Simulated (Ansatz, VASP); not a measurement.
**One calculation of AlAs, two programs**

File INCAR:

```
PREC = Accurate ; ENCUT = 500
EDIFF = 1E-6 ; ISMEAR = -1
SIGMA = 0.05 ; LREAL = False
LASPH = True ; NELM = 120
ALGO = Normal ; ISIF = 2
LWAVE = False ; LCHARG = True
GGA = PS ; LELF = True
LVHAR = True ; NBANDS = 11
GGA_COMPAT = False
```

File KPOINTS:

```
regular mesh
0
Gamma
  11 11 11
```

The input POSCAR:

```
AlAs
1.0
    0.0000000000      2.8587040000      2.8304000000
    2.8587040000      0.0000000000      2.8304000000
    2.8587040000      2.8587040000      0.0000000000
Al As
1 1
Direct
    0.0000000000      0.0000000000      0.0000000000
    0.7500000000      0.7500000000      0.7500000000
```

Input for Ansatz:

```yaml
crystal:
  lattice:
    - [0.0, 2.858704, 2.8304]
    - [2.858704, 0.0, 2.8304]
    - [2.858704, 2.858704, 0.0]
  atoms:
    - { symbol: Al, position: [0.0, 0.0, 0.0] }
    - { symbol: As, position: [0.75, 0.75, 0.75] }
kpoints:
  mp_grid: { grid: [11, 11, 11] }
  band_path:
    path:
      - [0.0, 0.0, 0.0]
      - [0.0, 0.5, 0.5]
      - [0.25, 0.75, 0.5]
      - [0.0, 0.5, 0.0]
      - [0.0, 0.0, 0.0]
      - [0.5, 0.5, 0.0]
      - [0.3775125, 0.6224875, 0.0]
      - [-0.3775125, 0.3775125, 0.0]
      - [0.0, 0.0, 0.0]
    npoints: 5
scf:
  occupations: { method: fermi_dirac, width: 0.05 }
hamiltonian:
  xc: pbesol
  pseudopotentials: { kind: all_electron, lapw: { basis_error: 0.001 } }
output:
  forces: true
  stress: true
  eigenvalues: true
```

Change from the starting cell: equal xx and yy strain of +1 %.

Alike in both runs: task single point; functional PBEsol; k mesh 11 × 11 × 11; occupations fermi-dirac, width 0.05 eV; no spin polarisation.

|  | VASP | Ansatz |
| --- | --- | --- |
| version | VASP 6.6.1 | Ansatz 0.2.0 |
| potentials or method | VASP PAW PBE potentials, release 64 (Al, As), cutoff 500 eV | all-electron LAPW, scalar-relativistic |

Ansatz gave:

* pressure (GPa): -0.9
* traceless stress, the component that is largest in VASP (GPa): 0.35

Q: What did VASP give for the same quantities?

A: Pressure (GPa): -0.6; traceless stress, the component that is largest in VASP (GPa): 0.35.

VASP's potentials were made for PBE, not for PBEsol. Ansatz ran all-electron here, and VASP with PAW potentials.
